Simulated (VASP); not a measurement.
A run of VASP 6.6.1 is set up as follows.

Contents of INCAR:

```
  ALGO = Normal
  EDIFF = 1E-6
  ENCUT = 520
  ISIF = 2
  ISMEAR = -1
  LASPH = True
  LCHARG = False
  LREAL = False
  LWAVE = False
  NBANDS = 21
  NELM = 60
  PREC = Accurate
  SIGMA = 0.05
```

Contents of KPOINTS:

```
k-points
0
Gamma
  8 8 8
```

Contents of POSCAR:

```
Ge
1.0
    0.0000000000      2.8099234548      2.8099234548
    2.8099234548      0.0000000000      2.8099234548
    2.8099234548      2.8099234548      0.0000000000
Ge
2
Direct
    0.7500000000      0.7500000000      0.7500000000
    0.5000000000      0.5000000000      0.5000000000
```

Potentials or basis: VASP PAW LDA potentials, release 64 (Ge_d).

Launch:

```sh
$ cat potpaw_LDA.64/Ge_d/POTCAR > POTCAR
$ mpirun -np 1 vasp_std > vasp.out
```

Task: Predict the pressure.

Result: 0.3 GPa.
